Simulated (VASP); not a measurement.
Wanted: the native input for a VASP 6.6.1 run.

| Quantity | Value |
| --- | --- |
| Task | single point |
| Functional | PBEsol |
| Potentials or basis | VASP PAW PBE potentials, release 64 (Ni, Si) |
| Cutoff | 520 eV |
| k mesh | 5 × 5 × 5 |
| Occupations | fermi-dirac, width 0.05 eV |
| Spin | collinear spin, ferromagnetic start |
| Starting moments | [1.0, 1.0, 1.0, 1.0, 0.0, 0.0, 0.0, 0.0] μB |
| Fixed moment | 4 μB |
| Dipole correction | no |
| Further INCAR settings | ALGO = Normal; EDIFF = 1e-06; NBANDS = 42 |

The structure of SiNi lies in POSCAR:

```
SiNi
1.0
    4.5036940000      0.0000000000      0.0000000000
    0.0000000000      4.5036940000      0.0000000000
    0.0000000000      0.0000000000      4.5036940000
Ni Si
4 4
Direct
    0.1495040000      0.1495040000      0.1495040000
    0.6495040000      0.3504960000      0.8504960000
    0.8504960000      0.6495040000      0.3504960000
    0.3504960000      0.8504960000      0.6495040000
    0.8468300000      0.8468300000      0.8468300000
    0.3468300000      0.6531700000      0.1531700000
    0.1531700000      0.3468300000      0.6531700000
    0.6531700000      0.1531700000      0.3468300000
```

One way to write it, as run:

INCAR

```
PREC = Accurate
ENCUT = 520
EDIFF = 1E-6
ISMEAR = -1
SIGMA = 0.05
LREAL = False
LASPH = True
NELM = 150
ALGO = Normal
ISIF = 2
LWAVE = False
LCHARG = True
ISPIN = 2
MAGMOM = 1 1 1 1 0 0 0 0
LORBIT = 11
NUPDOWN = 4.0
LMAXMIX = 4
GGA = PS
LELF = True
LVHAR = True
NBANDS = 42
```

KPOINTS

```
Automatic mesh
0
Gamma
  5 5 5
```

Potentials or basis: VASP PAW PBE potentials, release 64 (Ni, Si).

The run is started by

```bash
$ cat potpaw_PBE.64/Ni/POTCAR potpaw_PBE.64/Si/POTCAR > POTCAR
$ mpirun -np 1 vasp_std > vasp.out
```

Results of the run:

The pressure is 2.5 GPa, the largest force is 0.152 eV/Å and the net moment is 4.00 μB per cell. The site moments are Ni +0.68; Si +0.16 μB. The valence electrons inside the program's atomic spheres are Ni 9.53; Si 1.60.

Caveat: the PAW data sets were made with another functional, which shifts forces and pressure a little; the total moment is fixed, so each spin has its own Fermi level.

Wall time 48 s on 1 thread of Intel(R) Xeon(R) 6975P-C (Granite Rapids), with other jobs on the host, peak memory 0.26 GiB.
